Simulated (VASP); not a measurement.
# Cd4Se3 (P3m1) in VASP: notebook, part 2 of 2

VASP 6.6.1. Earlier steps stand in the parts before.

### 3 Single point, PBE

This run uses another cell than the first one, of 29.98 Å³/atom.

File INCAR:

```
SYSTEM = Cd4Se3
ALGO = Normal ; EDIFF = 1E-7
ENCUT = 520 ; GGA = PE
ISIF = 2 ; ISMEAR = 0
LASPH = .True. ; LCHARG = .True.
LELF = .True. ; LREAL = .False.
LVHAR = .True. ; LWAVE = .False.
NBANDS = 42 ; NELM = 100
PREC = Accurate ; SIGMA = 0.2
```

File KPOINTS:

```
k-points
0
Gamma
  4 4 2
  0 0 0
```

File POSCAR:

```
Cd4Se3
1.0
    4.3069458722      0.0000000000      0.0000000000
   -2.1534729361      3.7299245381      0.0000000000
    0.0000000000      0.0000000000     13.0618634952
Cd Se
4 3
Direct
    0.0000000000      0.0000000000      0.7641434042
    0.6666666667      0.3333333333      0.4823715105
    0.3333333333      0.6666666667      0.2050907790
    0.6666666667      0.3333333333      0.9147617560
    0.0000000000      0.0000000000      0.5565302444
    0.6666666667      0.3333333333      0.2790862794
    0.3333333333      0.6666666667      0.0010160264
```

Potentials or basis: VASP PAW PBE potentials, release 64 (Cd, Se).

The run is started by

```sh
> cat potpaw_PBE.64/Cd/POTCAR potpaw_PBE.64/Se/POTCAR > POTCAR
> mpirun -np 1 vasp_std > vasp.out
```

OUTCAR:

```text
SYSTEM = Cd4Se3
   EDIFF = 1E-7
   ENCUT = 520
   GGA = PE
   ISIF = 2
   ISMEAR = 0
   LASPH = .True.
   LREAL = .False.
   NELM = 100
   PREC = Accurate

 ion  position               nearest neighbor table
   1  0.000  0.000  0.764-   5 2.71   4 3.17   4 3.17   4 3.17
   2  0.667  0.333  0.482-   6 2.66   5 2.67   5 2.67   5 2.67
   3  0.333  0.667  0.205-   7 2.67   6 2.67   6 2.67   6 2.67
   4  0.667  0.333  0.915-   7 2.73   7 2.73   7 2.73   1 3.17   1 3.17   1 3.17
   5  0.000  0.000  0.557-   2 2.67   2 2.67   2 2.67   1 2.71
   6  0.667  0.333  0.279-   2 2.66   3 2.67   3 2.67   3 2.67
   7  0.333  0.667  0.001-   3 2.67   4 2.73   4 2.73   4 2.73

  LATTYP: Found a hexagonal cell.
 ALAT       =     4.3069458722
 C/A-ratio  =     3.0327438242

  Lattice vectors:

 A1 = (   4.3069458722,   0.0000000000,   0.0000000000)
 A2 = (  -2.1534729361,   3.7299245381,   0.0000000000)
 A3 = (   0.0000000000,   0.0000000000,  13.0618634952)

Analysis of symmetry for initial positions (statically):
=====================================================================
 Subroutine PRICEL returns:
 Original cell was already a primitive cell.

 Routine SETGRP: Setting up the symmetry group for a
 hexagonal supercell.

 Subroutine GETGRP returns: Found  6 space group operations
 (whereof  6 operations were pure point group operations)
 out of a pool of 24 trial point group operations.

The static configuration has the point symmetry C_3v.

Analysis of symmetry for dynamics (positions and initial velocities):
=====================================================================
 Subroutine PRICEL returns:
 Original cell was already a primitive cell.

 Routine SETGRP: Setting up the symmetry group for a
 hexagonal supercell.

 Subroutine GETGRP returns: Found  6 space group operations
 (whereof  6 operations were pure point group operations)
 out of a pool of 24 trial point group operations.

The dynamic configuration has the point symmetry C_3v.

 Subroutine INISYM returns: Found  6 space group operations
 (whereof  6 operations are pure point group operations),
 and found     1 'primitive' translations

----------------------------------------------------------------------------------------

                                     Primitive cell

  volume of cell :     209.8334

  direct lattice vectors                    reciprocal lattice vectors
     4.306945872  0.000000000  0.000000000     0.232183090  0.134050969  0.000000000
    -2.153472936  3.729924538  0.000000000     0.000000000  0.268101939  0.000000000
     0.000000000  0.000000000 13.061863495     0.000000000  0.000000000  0.076558754

  length of vectors
     4.306945872  4.306945872 13.061863495     0.268101939  0.268101939  0.076558754

  position of ions in fractional coordinates (direct lattice)
     0.000000000  0.000000000  0.764143404
     0.666666667  0.333333333  0.482371511
     0.333333333  0.666666667  0.205090779
     0.666666667  0.333333333  0.914761756
     0.000000000  0.000000000  0.556530244
     0.666666667  0.333333333  0.279086279
     0.333333333  0.666666667  0.001016026

  ion indices of the primitive-cell ions
   primitive index   ion index
                 1           1
                 2           2
                 3           3
[... 34 lines left out ...]
  0.250000  0.000000  0.000000      6.000000
  0.500000  0.000000  0.000000      3.000000
  0.250000  0.250000  0.000000      6.000000
  0.000000  0.000000  0.500000      1.000000
  0.250000  0.000000  0.500000      6.000000
  0.500000  0.000000  0.500000      3.000000
  0.250000  0.250000  0.500000      6.000000
   k-points           NKPTS =      8   k-points in BZ     NKDIM =      8   number of bands    NBANDS=     42
   number of dos      NEDOS =    301   number of ions     NIONS =      7
   total plane-waves  NPLWV = 100352
   dimension x,y,z NGX =    32 NGY =   32 NGZ =   98
   dimension x,y,z NGXF=    64 NGYF=   64 NGZF=  196
   ions per type =               4   3
   NGX,Y,Z   is equivalent  to a cutoff of  12.35, 12.35, 12.47 a.u.
   NGXF,Y,Z  is equivalent  to a cutoff of  24.70, 24.70, 24.95 a.u.
 SYSTEM =  Cd4Se3
   PREC   = accura    normal or accurate (medium, high low for compatibility)
   ISTART =      0    job   : 0-new  1-cont  2-samecut
   ICHARG =      2    charge: 1-file 2-atom 10-const
   ISPIN  =      1    spin polarized calculation?
   LNONCOLLINEAR =      F non collinear calculations
   LSORBIT =      F    spin-orbit coupling
   LASPH  =      T    aspherical Exc in radial PAW
   ENCUT  =  520.0 eV  38.22 Ry    6.18 a.u.   8.01  8.01 24.29*2*pi/ulx,y,z
   NELM   =    100;   NELMIN=  2; NELMDL= -5     # of ELM steps
   EDIFF  = 0.1E-06   stopping-criterion for ELM
   LREAL  =      F    real-space projection
   EDIFFG = 0.1E-05   stopping-criterion for IOM
   NSW    =      0    number of steps for IOM
   IBRION =     -1    ionic relax: 0-MD 1-quasi-New 2-CG
   NFREE  =      0    steps in history (QN), initial steepest desc. (CG)
   ISIF   =      2    stress and relaxation
   ISYM   =      2    0-nonsym 1-usesym 2-fastsym
   POTIM  = 0.5000    time-step for ionic-motion
   TEBEG  =    0.0;   TEEND  =   0.0 temperature during run
   PSTRESS=    0.0 pullay stress
   NELECT =      66.0000    total number of electrons
   NUPDOWN=      -1.0000    fix difference up-down
   EMIN   =  10.00;   EMAX   =-10.00  energy-range for DOS
   EFERMI =   0.00;   METHOD = LEGACY
   ISMEAR =     0;   SIGMA  =   0.20  broadening in eV -4-tet -1-fermi 0-gaus
   EFERMI_NEDOS =   21; number of points for ismear=-14 and -15
   IALGO  =     38    algorithm
   IMIX   =      4    mixing-type and parameters
     AMIX     =   0.40;   BMIX     =  1.00
     AMIX_MAG =   1.60;   BMIX_MAG =  1.00
  volume/ion in A,a.u.               =      29.98       202.29
  Fermi-wavevector in a.u.,A,eV,Ry     =   1.113349  2.103924 16.865043  1.239546
  Thomas-Fermi vector in A             =   2.249933
   LORBIT       =      0    0 simple, 1 ext, 2 COOP (PROOUT), +10 PAW based schemes
   GGA     = PE    functional components
   LHFCALC =     F    Hartree Fock is set to
   AEXX    =    0.0000 exact exchange contribution
   IVDW    =     0    specifies the selected vdW correction
   LEPSILON=     F    determine dielectric tensor
   LRPA    =     F    only Hartree local field effects (RPA)
 non-spin polarized calculation
 Gauss-broadening in eV      SIGMA  =   0.20
  energy-cutoff  :      520.00
  volume of cell :      209.83
 maximum number of plane-waves:      5672
   NGX = 17   NGY = 17   NGZ = 49

 number of electron      65.9999997 magnetization

 Free energy of the ion-electron system (eV)
  ---------------------------------------------------
  ext. energy  EPLUGINS =         0.00000000
  ---------------------------------------------------
  free energy    TOTEN  =       -16.36196528 eV

  energy without entropy =      -16.35103852  energy(sigma->0) =      -16.35650190

 E-fermi :   0.8961     XC(G=0):  -8.7082

 val. band max:        0.6670012756   @ k =   0.0000   0.0000   0.5000
 cond. band min:       1.0806415119   @ k =   0.5000   0.0000   0.5000
 fundamental gap:      0.4136402362
 Fermi energy:         0.8961387192

 k-point     1 :       0.0000    0.0000    0.0000
  band No.  band energies     occupation
      1     -11.8484      2.00000
      2     -11.6869      2.00000
      3     -11.5703      2.00000
      4      -7.5557      2.00000
      5      -7.5557      2.00000
      6      -7.4258      2.00000
[... 349 lines left out ...]
     41       6.2688      0.00000
     42       6.7832      0.00000

------------------------ aborting loop because EDIFF is reached ----------------------------------------

  FORCE on cell =-STRESS in cart. coord.  units (eV):
  Direction    XX          YY          ZZ          XY          YZ          ZX
  --------------------------------------------------------------------------------------
  -------------------------------------------------------------------------------------
  Total        0.2144060      0.2144060      0.3858726      0.0000000      0.0000000      0.0000000
  in kB        1.6370912      1.6370912      2.9463201      0.0000000      0.0000000      0.0000000
  external PRESSURE =       2.0735008 kB  Pullay stress =       0.0000000 kB

 VOLUME and BASIS-vectors are now :
 -----------------------------------------------------------------------------
  energy-cutoff  :      520.00
  volume of cell :      209.83
      direct lattice vectors                 reciprocal lattice vectors
     4.306945872  0.000000000  0.000000000     0.232183090  0.134050969  0.000000000
    -2.153472936  3.729924538  0.000000000     0.000000000  0.268101939  0.000000000
     0.000000000  0.000000000 13.061863495     0.000000000  0.000000000  0.076558754

 POSITION                                       TOTAL-FORCE (eV/Angst)
 -----------------------------------------------------------------------------------
      0.00000      0.00000      9.98114        -0.000000     -0.000000      0.044009
      2.15347      1.24331      6.30067        -0.000000      0.000000      0.009977
     -0.00000      2.48662      2.67887         0.000000     -0.000000      0.008902
      2.15347      1.24331     11.94849        -0.000000      0.000000     -0.011889
      0.00000      0.00000      7.26932         0.000000     -0.000000     -0.025751
      2.15347      1.24331      3.64539         0.000000      0.000000     -0.010245
     -0.00000      2.48662      0.01327         0.000000     -0.000000     -0.015002
 -----------------------------------------------------------------------------------
    total drift:                               -0.000000      0.000000      0.000005

  FREE ENERGIE OF THE ION-ELECTRON SYSTEM (eV)
  ---------------------------------------------------
  free  energy   TOTEN  =       -16.3619652846 eV

  energy  without entropy=      -16.3510385159  energy(sigma->0) =      -16.35650190
```

Wall time 2.8 min (1 thread of AMD EPYC 7R13, shared host); peak memory 0.29 GiB.

Results:

```
Free energy            : -16.3620 eV
Pressure               : 0.2 GPa
Largest force          : 0.044 eV/Å
Band gap on the k mesh : 0.41 eV (least direct gap 0.61 eV)
```

Forces in eV/Å, atoms in the order of the input:
```
Cd   0.000  0.000  0.044
Cd   0.000  0.000  0.010
Cd   0.000  0.000  0.009
Cd   0.000  0.000 -0.012
Se   0.000  0.000 -0.026
Se   0.000  0.000 -0.010
Se   0.000  0.000 -0.015
```

Levels at points of the mesh, in eV from the valence-band top:
| k point | band 31 | band 32 | band 33 | band 34 | band 35 | band 36 |
| --- | --- | --- | --- | --- | --- | --- |
| (0.00, 0.00, 0.00) | -0.47 | -0.23 | -0.23 | 1.63 | 1.96 | 2.48 |
| (0.50, 0.00, 0.00) | -1.27 | -0.99 | -0.21 | 0.67 | 2.56 | 3.31 |
| (0.00, 0.00, 0.50) | -0.22 | -0.22 | 0.00 | 0.64 | 2.28 | 2.54 |
| (0.50, 0.00, 0.50) | -1.38 | -0.93 | -0.20 | 0.41 | 2.83 | 3.27 |

Caveat: the k points lie up to 0.42 Å⁻¹ apart; semilocal functionals underestimate gaps, and a narrow one can read as zero.

### 4 Single point, PBE

This run uses another cell than the first one, of 29.86 Å³/atom.

File INCAR:

```
SYSTEM = Cd4Se3
  ALGO = Normal
  EDIFF = 1E-6
  ENCUT = 520
  GGA = PE
  ISIF = 2
  ISMEAR = 0
  LASPH = .TRUE.
  LCHARG = .FALSE.
  LREAL = .FALSE.
  LWAVE = .FALSE.
  NBANDS = 42
  NELM = 60
  PREC = Accurate
  SIGMA = 0.2
```

File KPOINTS:

```
k-points
0
G
  6 6 2
  0 0 0
```

File POSCAR:

```
Cd4Se3
1.0
    4.2928118077      0.0000000000      0.0000000000
   -2.1464059039      3.7176840791      0.0000000000
    0.0000000000      0.0000000000     13.0988495072
Cd Se
4 3
Direct
    0.0000000000      0.0000000000      0.7644915121
    0.6666666667      0.3333333333      0.4823206163
    0.3333333333      0.6666666667      0.2047214227
    0.6666666667      0.3333333333      0.9143487939
    0.0000000000      0.0000000000      0.5568838952
    0.6666666667      0.3333333333      0.2792572677
    0.3333333333      0.6666666667      0.0009764920
```

The run is started by

```sh
> cat potpaw_PBE.64/Cd/POTCAR potpaw_PBE.64/Se/POTCAR > POTCAR
> mpirun -np 1 vasp_std > vasp.out
```

Run time: 3.5 min. Hardware: 1 thread of AMD EPYC 7R13, shared host; peak memory 0.32 GiB.

The run converged. Its results:

```
Free energy            : -16.4071 eV
Pressure               : 0.2 GPa
Largest force          : 0.020 eV/Å
Band gap on the k mesh : zero (bands 33 and 34 overlap by 0.16 eV)
```

Forces on the atoms (eV/Å):
```
Cd   0.000  0.000  0.003
Cd   0.000  0.000 -0.009
Cd   0.000  0.000 -0.007
Cd   0.000  0.000 -0.011
Se   0.000  0.000  0.020
Se   0.000  0.000  0.008
Se   0.000  0.000 -0.005
```

Stress tensor (GPa, compression positive):
```
0.28 0.00 0.00
0.00 0.28 0.00
0.00 0.00 0.19
```

Levels at points of the mesh, in eV from the Fermi level:
| k point | band 29 | band 30 | band 31 | band 32 | band 33 | band 34 | band 35 | band 36 | band 37 | band 38 |
| --- | --- | --- | --- | --- | --- | --- | --- | --- | --- | --- |
| (0.00, 0.00, 0.00) | -1.12 | -0.89 | -0.89 | -0.64 | -0.64 | 1.21 | 1.55 | 2.09 | 4.43 | 5.08 |
| (0.50, 0.00, 0.00) | -2.27 | -2.11 | -1.70 | -1.41 | -0.67 | 0.23 | 2.13 | 2.90 | 3.21 | 3.61 |
| (0.00, 0.00, 0.50) | -0.91 | -0.91 | -0.64 | -0.64 | -0.44 | 0.22 | 1.89 | 2.14 | 4.65 | 5.05 |
| (0.50, 0.00, 0.50) | -2.07 | -1.90 | -1.80 | -1.35 | -0.66 | -0.03 | 2.41 | 2.85 | 3.07 | 3.72 |

Caveat: semilocal functionals underestimate gaps, and a narrow one can read as zero.

### 5 The runs side by side

| task | cell | k mesh | cutoff (eV) | gap on the mesh (eV) | pressure (GPa) | largest force (eV/Å) |
| --- | --- | --- | --- | --- | --- | --- |
| relaxation of cell and atoms | relaxed from a = 4.300, b = 4.300, c = 12.600 Å, angles 90.0, 90.0, 120.0°, 7 atoms, atomic positions A | 4 × 4 × 2 | 600 | 0.40 | 0.1 | 0.06 |
| single point | a = 4.307, b = 4.307, c = 13.062 Å, angles 90.0, 90.0, 120.0°, 7 atoms, atomic positions B | 4 × 4 × 2 | 520 | 0.41 | 0.2 | 0.04 |
| single point | a = 4.293, b = 4.293, c = 13.099 Å, angles 90.0, 90.0, 120.0°, 7 atoms, atomic positions C | 6 × 6 × 2 | 520 | none | 0.2 | 0.02 |

Alike in all rows: level PBE; potentials or basis VASP PAW PBE potentials, release 64 (Cd, Se); no spin polarisation; smearing gaussian 0.2 eV.

Caveats: some runs use coarse meshes; semilocal functionals underestimate gaps, and a narrow one can read as zero; the relaxation stopped at a loose force limit of 0.08 eV/Å, so its end isn't a converged minimum (at least some runs).

Absolute energies hang on the potentials; compare differences alone.

The gap in the log of VASP goes by the Fermi energy; the results here count the filled bands.